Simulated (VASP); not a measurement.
Here is a VASP 6.6.1 calculation.

File INCAR:

```
PREC     = Accurate       # precision mode
ENCUT    = 520            # plane-wave cutoff, eV
EDIFF    = 1E-7           # SCF threshold, eV
ISMEAR   = 0              # smearing method
SIGMA    = 0.02           # smearing width, eV
LREAL    = F              # projectors in reciprocal space
LASPH    = T              # aspherical terms in the spheres
NELM     = 60             # most SCF steps
ALGO     = Normal         # electronic algorithm
ISIF     = 2              # what is computed and relaxed
LWAVE    = F              # write WAVECAR
LCHARG   = F              # write CHGCAR
GGA      = PS             # functional
NBANDS   = 54             # bands
```

KPOINTS

```
regular mesh
0
Gamma
  4 4 4
```

POSCAR

```
Cs2AgBiBr6
1.0
    0.0000000000      5.6490744555      5.6490744555
    5.6490744555      0.0000000000      5.6490744555
    5.6490744555      5.6490744555      0.0000000000
Cs Ag Bi Br
2 1 1 6
Direct
    0.2500000000      0.2500000000      0.2500000000
    0.7500000000      0.7500000000      0.7500000000
    0.5000000000      0.5000000000      0.5000000000
    0.0000000000      0.0000000000      0.0000000000
    0.2530656252      0.7469343748      0.2530656252
    0.2530656252      0.7469343748      0.7469343748
    0.7469343748      0.2530656252      0.7469343748
    0.7469343748      0.2530656252      0.2530656252
    0.2530656252      0.2530656252      0.7469343748
    0.7469343748      0.7469343748      0.2530656252
```

Potentials or basis: VASP PAW PBE potentials, release 64 (Cs_sv, Ag, Bi_d, Br).

The run is started by

```console
$ cat potpaw_PBE.64/Cs_sv/POTCAR potpaw_PBE.64/Ag/POTCAR potpaw_PBE.64/Bi_d/POTCAR potpaw_PBE.64/Br/POTCAR > POTCAR
$ mpirun -np 1 vasp_std > vasp.out
```

Problem. What does it give for the band gap on the k mesh?

Solution. 1.15 eV (least direct gap 2.33 eV).

Problem. What does it give for the largest force?

Solution. 0.011 eV/Å.

Forces on the atoms (eV/Å):
```
Cs   0.000  0.000  0.000
Cs   0.000  0.000  0.000
Ag   0.000  0.000  0.000
Bi   0.000  0.000  0.000
Br   0.000  0.011  0.000
Br  -0.011  0.000  0.000
Br   0.000 -0.011  0.000
Br   0.011  0.000  0.000
Br   0.000  0.000  0.011
Br   0.000  0.000 -0.011
```

Caveat: the PAW data sets were made with another functional, which shifts forces and pressure a little; spin-orbit coupling is left out, which moves the levels of the heavy elements. A k mesh can miss the band edges.
